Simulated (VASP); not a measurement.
# SiO2: single point with r2SCAN

SiO2:

```
Si O
1.0
     6.95304    0.00000    0.00000
     0.00000    6.95304    0.00000
     0.00000    0.00000    6.95304
Si O
8 16
Cartesian
  2.0243 2.0243 2.0243
  1.4522 4.9287 5.5008
  5.5008 1.4522 4.9287
  4.9287 5.5008 1.4522
  7.1299 7.1299 7.1299
  3.2996 -0.1769 3.6534
  3.6534 3.2996 -0.1769
  -0.1769 3.6534 3.2996
  1.0986 1.0986 1.0986
  2.3779 5.8544 4.5751
  4.5751 2.3779 5.8544
  5.8544 4.5751 2.3779
  4.4352 4.6711 0.1610
  5.9944 2.2819 3.6376
  0.9587 5.7584 6.7920
  2.5178 1.1946 3.3155
  0.1610 4.4352 4.6711
  3.6376 5.9944 2.2819
  6.7920 0.9587 5.7584
  3.3155 2.5178 1.1946
  4.6711 0.1610 4.4352
  2.2819 3.6376 5.9944
  5.7584 6.7920 0.9587
  1.1946 3.3155 2.5178
```

* Program: VASP 6.6.1
* Task: single point
* Functional: r2SCAN
* Potentials or basis: VASP PAW PBE potentials, release 64 (Si, O)
* Cutoff: 520 eV
* k mesh: 4 × 4 × 4
* Occupations: gaussian, width 0.02 eV
* Spin: no spin polarisation

- Pressure: 1.3 GPa
- Largest force: 0.063 eV/Å
- Band gap on the k mesh: 6.56 eV (least direct gap 6.57 eV)

Forces on the atoms (eV/Å):
```
Si  -0.004 -0.004 -0.004
Si   0.004  0.004 -0.004
Si  -0.004  0.004  0.004
Si   0.004 -0.004  0.004
Si   0.036  0.036  0.036
Si  -0.036 -0.036  0.036
Si   0.036 -0.036 -0.036
Si  -0.036  0.036 -0.036
O    0.004  0.004  0.004
O   -0.004 -0.004  0.004
O    0.004 -0.004 -0.004
O   -0.004  0.004 -0.004
O   -0.004  0.000 -0.004
O    0.004  0.000 -0.004
O   -0.004  0.000  0.004
O    0.004  0.000  0.004
O   -0.004 -0.004  0.000
O   -0.004  0.004  0.000
O    0.004 -0.004  0.000
O    0.004  0.004  0.000
O    0.000 -0.004 -0.004
O    0.000 -0.004  0.004
O    0.000  0.004 -0.004
O    0.000  0.004  0.004
```

Levels at points of the mesh, in eV from the valence-band top:
| k point | band 61 | band 62 | band 63 | band 64 | band 65 | band 66 | band 67 | band 68 |
| --- | --- | --- | --- | --- | --- | --- | --- | --- |
| (0.00, 0.00, 0.00) | -0.31 | -0.02 | -0.02 | -0.02 | 6.56 | 9.67 | 9.67 | 9.67 |
| (0.50, 0.00, 0.00) | -0.20 | -0.20 | -0.17 | -0.17 | 7.81 | 7.81 | 9.84 | 9.84 |
| (0.50, 0.50, 0.00) | -0.23 | -0.23 | -0.09 | -0.09 | 8.67 | 8.67 | 8.76 | 8.76 |
| (0.50, 0.50, 0.50) | 0.00 | 0.00 | 0.00 | 0.00 | 9.13 | 9.13 | 9.13 | 9.13 |

Wall time 16 min on 1 thread of AMD EPYC 9R45 96-Core Processor (Zen 5), on a shared host, peak memory 0.49 GiB.

Caveat: the PAW data sets were made with another functional, which shifts forces and pressure a little. A k mesh can miss the band edges.
